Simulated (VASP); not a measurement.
# Sr8Ti8O23 (a cell with a defect) in VASP: single point with PBEsol

Aim: the single point of Sr8Ti8O23 (a cell with a defect) with PBEsol.

Everything below comes from runs of VASP 6.6.1. Logs are shortened: lines on timing, memory, paths and dates and some standing lists are left out, and cuts for length are marked.

**1. The cell of the first run**

The cell holds a defect, 39 atoms: a = 7.783 Å, b = 7.783 Å, c = 7.783 Å, α = 90.00°, β = 90.00°, γ = 90.00°.

**2. Single point, PBEsol**

INCAR reads:

```
SYSTEM = Sr8Ti8O23
  PREC = Accurate
  ENCUT = 520
  EDIFF = 1E-7
  ISMEAR = -1
  SIGMA = 0.05
  LREAL = Auto
  LASPH = .TRUE.
  NELM = 80
  ALGO = Normal
  ISIF = 2
  LWAVE = .FALSE.
  LCHARG = .TRUE.
  GGA = PS
  LELF = .TRUE.
  LVHAR = .TRUE.
  NBANDS = 182
  NELECT = 312.0
  ISYM = 0
```

KPOINTS reads:

```
Automatic mesh
0
Gamma
  1 1 1
  0.25 0.25 0.25
```

POSCAR reads:

```
Sr8Ti8O23
1.0
    7.7828210000      0.0000000000      0.0000000000
    0.0000000000      7.7828210000      0.0000000000
    0.0000000000      0.0000000000      7.7828210000
Sr Ti O
8 8 23
Direct
    0.9914320000      0.9902910000      0.9992370000
    0.9919650000      0.9909690000      0.4976000000
    0.9918380000      0.5078670000      0.9994780000
    0.9918340000      0.5082490000      0.4997890000
    0.5086520000      0.9911460000      0.9996680000
    0.5091320000      0.9909200000      0.4998350000
    0.5094840000      0.5085620000      0.0002630000
    0.5090110000      0.5078970000      0.5018300000
    0.2497230000      0.2485060000      0.2337680000
    0.2514740000      0.2504430000      0.7663210000
    0.2501730000      0.7469380000      0.2533790000
    0.2502380000      0.7520020000      0.7455380000
    0.7481030000      0.2493370000      0.2533000000
    0.7529480000      0.2492340000      0.7454700000
    0.7498310000      0.7489660000      0.2492960000
    0.7506070000      0.7495830000      0.7501720000
    0.2510130000      0.2493610000      0.0000820000
    0.2509000000      0.7495310000      0.0001920000
    0.2504590000      0.7494730000      0.5000640000
    0.7504720000      0.2498020000      0.0002820000
    0.7507820000      0.2499610000      0.5001290000
    0.7505030000      0.7498810000      0.0001190000
    0.7507500000      0.7497360000      0.5001520000
    0.0090080000      0.2516910000      0.2701920000
    0.0059520000      0.2479080000      0.7324630000
    0.0016990000      0.7506150000      0.2482540000
    0.0004990000      0.7488660000      0.7523160000
    0.4953920000      0.2515620000      0.2680720000
    0.4922310000      0.2475750000      0.7296050000
    0.5007630000      0.7504670000      0.2482190000
    0.4995700000      0.7489410000      0.7516410000
    0.2527510000      0.0079530000      0.2704990000
    0.2484750000      0.0049020000      0.7320830000
    0.2523580000      0.4943350000      0.2679160000
    0.2486460000      0.4912840000      0.7302230000
    0.7514850000      0.0007110000      0.2484470000
    0.7499190000      0.9998660000      0.7523190000
    0.7516000000      0.4997920000      0.2481890000
    0.7494490000      0.4988370000      0.7518650000
```

Potentials or basis: VASP PAW PBE potentials, release 64 (Sr_sv, Ti_sv, O).

Started as:

```sh
$ cat potpaw_PBE.64/Sr_sv/POTCAR potpaw_PBE.64/Ti_sv/POTCAR potpaw_PBE.64/O/POTCAR > POTCAR
$ mpirun -np 1 vasp_std > vasp.out
```

OUTCAR:

```text
SYSTEM = Sr8Ti8O23
   PREC = Accurate
   ENCUT = 520
   EDIFF = 1E-7
   ISMEAR = -1
   LREAL = Auto
   LASPH = .TRUE.
   NELM = 80
   ISIF = 2
   GGA = PS
   NELECT = 312.0
   ISYM = 0

 ion  position               nearest neighbor table
   1  0.991  0.990  0.999-  22 2.65  27 2.69  37 2.69  26 2.69  36 2.69  18 2.75  20 2.76  17 2.85
                            33 2.89  25 2.89  24 2.93  32 2.93  16 3.28  15 3.29  12 3.38  14 3.38
   2  0.992  0.991  0.498-  23 2.66  32 2.69  24 2.70  36 2.70  26 2.70  33 2.71  25 2.71  37 2.74
                            27 2.74  19 2.75  21 2.75  15 3.29  16 3.30  14 3.35  12 3.35  11 3.36
   3  0.992  0.508  0.999-  22 2.66  27 2.69  38 2.69  39 2.70  26 2.71  20 2.75  18 2.76  17 2.85
                            35 2.90  25 2.90  24 2.90  34 2.91  16 3.29  15 3.29  10 3.37  11 3.38
   4  0.992  0.508  0.500-  23 2.66  24 2.68  35 2.69  38 2.71  27 2.72  34 2.72  26 2.72  25 2.72
                            39 2.72  21 2.75  19 2.75  16 3.29  15 3.30  11 3.34  14 3.34  12 3.36
   5  0.509  0.991  1.000-  22 2.66  37 2.69  30 2.69  31 2.70  36 2.71  18 2.75  20 2.76  17 2.84
                            29 2.90  32 2.90  33 2.91  28 2.91  15 3.29  16 3.29  10 3.37   9 3.38
   6  0.509  0.991  0.500-  23 2.66  32 2.68  29 2.68  30 2.71  37 2.72  28 2.72  36 2.72  31 2.72
                            33 2.72  19 2.75  21 2.76  16 3.29  15 3.30  12 3.34  13 3.34  14 3.36
   7  0.509  0.509  0.000-  22 2.65  39 2.69  31 2.69  30 2.70  38 2.70  18 2.75  20 2.75  17 2.85
                            34 2.89  28 2.89  35 2.93  29 2.93  15 3.28  16 3.29  10 3.37  11 3.38
   8  0.509  0.508  0.502-  23 2.66  29 2.70  35 2.70  39 2.70  28 2.70  31 2.70  34 2.70  30 2.73
                            38 2.73  21 2.75  19 2.75  16 3.29  15 3.30  14 3.35  13 3.35  11 3.36
   9  0.250  0.249  0.234-  17 1.82  32 1.89  24 1.89  28 1.93  34 1.93   5 3.38   1 3.38   3 3.38
                             7 3.39   2 3.50   6 3.52   4 3.52   8 3.54
  10  0.251  0.250  0.766-  17 1.82  35 1.90  29 1.90  25 1.93  33 1.93   5 3.37   7 3.37   3 3.37
                             1 3.39   8 3.50   6 3.52   4 3.52   2 3.54
  11  0.250  0.747  0.253-  19 1.92  26 1.93  30 1.95  34 1.97  18 1.97  32 2.04   4 3.34   8 3.36
                             2 3.36   6 3.37   7 3.38   3 3.38   1 3.40   5 3.40
  12  0.250  0.752  0.746-  19 1.91  31 1.94  27 1.94  33 1.97  18 1.98  35 2.03   6 3.34   2 3.35
                             8 3.36   4 3.36   1 3.38   5 3.38   3 3.40   7 3.40
  13  0.748  0.249  0.253-  21 1.92  36 1.94  38 1.95  20 1.97  28 1.97  24 2.03   6 3.34   8 3.35
                             2 3.36   4 3.37   7 3.38   5 3.38   3 3.40   1 3.40
  14  0.753  0.249  0.745-  21 1.91  37 1.94  39 1.94  25 1.97  20 1.98  29 2.03   4 3.34   2 3.35
                             8 3.35   6 3.36   1 3.38   3 3.38   5 3.40   7 3.41
  15  0.750  0.749  0.249-  30 1.94  22 1.94  38 1.94  23 1.95  36 1.96  26 1.96   7 3.28   2 3.29
                             3 3.29   5 3.29   1 3.29   6 3.30   4 3.30   8 3.30
  16  0.751  0.750  0.750-  27 1.94  22 1.95  23 1.95  37 1.95  39 1.95  31 1.95   1 3.28   8 3.29
                             3 3.29   7 3.29   4 3.29   5 3.29   6 3.29   2 3.30
  17  0.251  0.249  0.000-   9 1.82  10 1.82   5 2.84   7 2.85   3 2.85   1 2.85
  18  0.251  0.750  0.000-  11 1.97  12 1.98   5 2.75   7 2.75   1 2.75   3 2.76
  19  0.250  0.749  0.500-  12 1.91  11 1.92   4 2.75   2 2.75   6 2.75   8 2.75
  20  0.750  0.250  0.000-  13 1.97  14 1.98   3 2.75   7 2.75   5 2.76   1 2.76
  21  0.751  0.250  0.500-  14 1.91  13 1.92   4 2.75   8 2.75   2 2.75   6 2.76
  22  0.751  0.750  0.000-  15 1.94  16 1.95   1 2.65   7 2.65   5 2.66   3 2.66
[... 15 lines left out ...]
  38  0.752  0.500  0.248-  15 1.94  13 1.95   3 2.69   7 2.70   4 2.71   8 2.73
  39  0.749  0.499  0.752-  14 1.94  16 1.95   7 2.69   3 2.70   8 2.70   4 2.72

IMPORTANT INFORMATION: All symmetrisations will be switched off!
NOSYMM: (Re-)initialisation of all symmetry stuff for point group C_1.

----------------------------------------------------------------------------------------

                                     Primitive cell

  volume of cell :     471.4234

  direct lattice vectors                    reciprocal lattice vectors
     7.782821000  0.000000000  0.000000000     0.128488115  0.000000000  0.000000000
     0.000000000  7.782821000  0.000000000     0.000000000  0.128488115  0.000000000
     0.000000000  0.000000000  7.782821000     0.000000000  0.000000000  0.128488115

  length of vectors
     7.782821000  7.782821000  7.782821000     0.128488115  0.128488115  0.128488115

  position of ions in fractional coordinates (direct lattice)
     0.991432000  0.990291000  0.999237000
     0.991965000  0.990969000  0.497600000
     0.991838000  0.507867000  0.999478000
     0.991834000  0.508249000  0.499789000
     0.508652000  0.991146000  0.999668000
     0.509132000  0.990920000  0.499835000
[... 31 lines left out ...]
     0.751600000  0.499792000  0.248189000
     0.749449000  0.498837000  0.751865000

  ion indices of the primitive-cell ions
   primitive index   ion index
                 1           1
                 2           2
                 3           3
                 4           4
                 5           5
                 6           6
[... 31 lines left out ...]
                38          38
                39          39

----------------------------------------------------------------------------------------

 KPOINTS: Automatic mesh

Automatic generation of k-mesh.
 Grid dimensions read from file:
 generate k-points for:    1    1    1

 Generating k-lattice:

  Cartesian coordinates                     Fractional coordinates (reciprocal lattice)
     0.128488115  0.000000000  0.000000000     1.000000000  0.000000000  0.000000000
     0.000000000  0.128488115  0.000000000     0.000000000  1.000000000  0.000000000
     0.000000000  0.000000000  0.128488115     0.000000000  0.000000000  1.000000000

  Length of vectors
     0.128488115  0.128488115  0.128488115

  Shift w.r.t. Gamma in fractional coordinates (k-lattice)
     0.250000000  0.250000000  0.250000000

 Subroutine IBZKPT returns following result:
 ===========================================

 Found      4 irreducible k-points:

 Following reciprocal coordinates:
            Coordinates               Weight
  0.250000  0.250000  0.250000      2.000000
 -0.250000  0.250000  0.250000      2.000000
 -0.250000 -0.250000  0.250000      2.000000
  0.250000 -0.250000  0.250000      2.000000
   k-points           NKPTS =      4   k-points in BZ     NKDIM =      4   number of bands    NBANDS=    182
   number of dos      NEDOS =    301   number of ions     NIONS =     39
   total plane-waves  NPLWV = 216000
   dimension x,y,z NGX =    60 NGY =   60 NGZ =   60
   dimension x,y,z NGXF=   120 NGYF=  120 NGZF=  120
   ions per type =               8   8  23
   NGX,Y,Z   is equivalent  to a cutoff of  12.82, 12.82, 12.82 a.u.
   NGXF,Y,Z  is equivalent  to a cutoff of  25.63, 25.63, 25.63 a.u.
 SYSTEM =  Sr8Ti8O23
   PREC   = accura    normal or accurate (medium, high low for compatibility)
   ISTART =      0    job   : 0-new  1-cont  2-samecut
   ICHARG =      2    charge: 1-file 2-atom 10-const
   ISPIN  =      1    spin polarized calculation?
   LNONCOLLINEAR =      F non collinear calculations
   LSORBIT =      F    spin-orbit coupling
   LASPH  =      T    aspherical Exc in radial PAW
   ENCUT  =  520.0 eV  38.22 Ry    6.18 a.u.  14.47 14.47 14.47*2*pi/ulx,y,z
   NELM   =     80;   NELMIN=  2; NELMDL= -5     # of ELM steps
   EDIFF  = 0.1E-06   stopping-criterion for ELM
   LREAL  =      T    real-space projection
   EDIFFG = 0.1E-05   stopping-criterion for IOM
   NSW    =      0    number of steps for IOM
   IBRION =     -1    ionic relax: 0-MD 1-quasi-New 2-CG
   NFREE  =      0    steps in history (QN), initial steepest desc. (CG)
   ISIF   =      2    stress and relaxation
   ISYM   =      0    0-nonsym 1-usesym 2-fastsym
   POTIM  = 0.5000    time-step for ionic-motion
   TEBEG  =    0.0;   TEEND  =   0.0 temperature during run
   PSTRESS=    0.0 pullay stress
   NELECT =     312.0000    total number of electrons
   NUPDOWN=      -1.0000    fix difference up-down
   EMIN   =  10.00;   EMAX   =-10.00  energy-range for DOS
   EFERMI =   0.00;   METHOD = LEGACY
   ISMEAR =    -1;   SIGMA  =   0.05  broadening in eV -4-tet -1-fermi 0-gaus
   EFERMI_NEDOS =   21; number of points for ismear=-14 and -15
   IALGO  =     38    algorithm
   IMIX   =      4    mixing-type and parameters
     AMIX     =   0.40;   BMIX     =  1.00
     AMIX_MAG =   1.60;   BMIX_MAG =  1.00
  volume/ion in A,a.u.               =      12.09        81.57
  Fermi-wavevector in a.u.,A,eV,Ry     =   1.426667  2.696010 27.693014  2.035379
  Thomas-Fermi vector in A             =   2.546920
   LORBIT       =      0    0 simple, 1 ext, 2 COOP (PROOUT), +10 PAW based schemes
   GGA     = PS    functional components
   LHFCALC =     F    Hartree Fock is set to
   AEXX    =    0.0000 exact exchange contribution
   IVDW    =     0    specifies the selected vdW correction
   LEPSILON=     F    determine dielectric tensor
   LRPA    =     F    only Hartree local field effects (RPA)
 non-spin polarized calculation
  energy-cutoff  :      520.00
  volume of cell :      471.42
 maximum number of plane-waves:     12704
 NGX is ok and might be reduce to    60
   NGX = 29   NGY = 29   NGZ = 29

 number of electron     312.0000063 magnetization

 Free energy of the ion-electron system (eV)
  ---------------------------------------------------
  ext. energy  EPLUGINS =         0.00000000
  ---------------------------------------------------
  free energy    TOTEN  =      -338.03068435 eV

  energy without entropy =     -338.03068435  energy(sigma->0) =     -338.03068435

 E-fermi :   5.0741     XC(G=0): -11.4147

 val. band max:        3.7794392982   @ k =   0.2500   0.2500   0.2500
 cond. band min:       6.3197947097   @ k =  -0.2500  -0.2500   0.2500
 fundamental gap:      2.5403554114
 Fermi energy:         5.0740666996

 k-point     1 :       0.2500    0.2500    0.2500
  band No.  band energies     occupation
      1     -52.3056      2.00000
      2     -52.3032      2.00000
      3     -52.2208      2.00000
      4     -52.2205      2.00000
      5     -52.2195      2.00000
      6     -52.2193      2.00000
[... 160 lines left out ...]
    167       7.5591      0.00000
    168       7.5861      0.00000
[... 511 lines left out ...]
    167       7.5587      0.00000
    168       7.5776      0.00000
 [bands above 168 left out]

------------------------ aborting loop because EDIFF is reached ----------------------------------------

  FORCE on cell =-STRESS in cart. coord.  units (eV):
  Direction    XX          YY          ZZ          XY          YZ          ZX
  --------------------------------------------------------------------------------------
  -------------------------------------------------------------------------------------
  Total      -16.1490429    -16.1328377    -15.0893373      0.0392921      0.1469459      0.1303365
  in kB      -54.8840618    -54.8289870    -51.2825512      0.1335380      0.4994098      0.4429611
  external PRESSURE =     -53.6652000 kB  Pullay stress =       0.0000000 kB

 VOLUME and BASIS-vectors are now :
 -----------------------------------------------------------------------------
  energy-cutoff  :      520.00
  volume of cell :      471.42
      direct lattice vectors                 reciprocal lattice vectors
     7.782821000  0.000000000  0.000000000     0.128488115  0.000000000  0.000000000
     0.000000000  7.782821000  0.000000000     0.000000000  0.128488115  0.000000000
     0.000000000  0.000000000  7.782821000     0.000000000  0.000000000  0.128488115

 POSITION                                       TOTAL-FORCE (eV/Angst)
 -----------------------------------------------------------------------------------
      7.71614      7.70726      7.77688         0.021161      0.030180     -0.003042
      7.72029      7.71253      3.87273         0.007628      0.007387      0.042360
      7.71930      3.95264      7.77876         0.012847     -0.008735      0.010638
      7.71927      3.95561      3.88977         0.007829     -0.014569     -0.004174
      3.95875      7.71391      7.78024         0.006422     -0.003000      0.004920
      3.96248      7.71215      3.89013        -0.007701      0.000641     -0.003709
[... 31 lines left out ...]
      5.84957      3.88979      1.93161         0.002442      0.013286     -0.007730
      5.83283      3.88236      5.85163         0.008807     -0.008793      0.013286
 -----------------------------------------------------------------------------------
    total drift:                               -0.038071      0.043297     -0.004096

  FREE ENERGIE OF THE ION-ELECTRON SYSTEM (eV)
  ---------------------------------------------------
  free  energy   TOTEN  =      -338.0306843510 eV

  energy  without entropy=     -338.0306843509  energy(sigma->0) =     -338.03068435
```

Wall time 8.9 min (1 thread of Intel Xeon 6975P-C (Granite Rapids), shared host); peak memory 0.61 GiB.

What came out:

| Property | Result |
| --- | --- |
| Free energy | -338.0307 eV |
| Largest force | 0.070 eV/Å |

Forces on the atoms (eV/Å):
```
Sr   0.021  0.030 -0.003
Sr   0.008  0.007  0.042
Sr   0.013 -0.009  0.011
Sr   0.008 -0.015 -0.004
Sr   0.006 -0.003  0.005
Sr  -0.008  0.001 -0.004
Sr  -0.027 -0.025  0.002
Sr  -0.004  0.001 -0.038
Ti   0.014  0.050  0.037
Ti  -0.046 -0.029 -0.037
Ti   0.040  0.048 -0.025
Ti  -0.004 -0.054  0.022
Ti   0.052  0.021 -0.024
Ti  -0.047 -0.020  0.029
Ti   0.008  0.024  0.021
Ti  -0.015  0.021 -0.001
O   -0.003 -0.002 -0.004
O   -0.009  0.007 -0.004
O   -0.002 -0.001  0.006
O   -0.001  0.004 -0.007
O   -0.002 -0.009 -0.001
O   -0.001 -0.009 -0.010
O   -0.001  0.002 -0.005
O   -0.056 -0.033 -0.025
O    0.011  0.025 -0.011
O   -0.007 -0.002 -0.011
O   -0.010 -0.013 -0.001
O   -0.020 -0.016  0.014
O    0.051  0.021  0.028
O    0.008  0.000  0.000
O    0.003  0.003  0.009
O   -0.025 -0.055 -0.027
O    0.026  0.022 -0.005
O   -0.011 -0.022  0.010
O    0.025  0.056  0.019
O    0.002 -0.003 -0.006
O   -0.008 -0.030 -0.007
O    0.002  0.013 -0.008
O    0.009 -0.009  0.013
```

Caveat: the k points lie up to 0.81 Å⁻¹ apart; the cell carries a net charge on a neutralising background, which shifts energy and pressure; the cell is charged against a uniform background, so pressure and absolute levels hang on convention; the PAW data sets were made with another functional, which shifts forces and pressure a little.
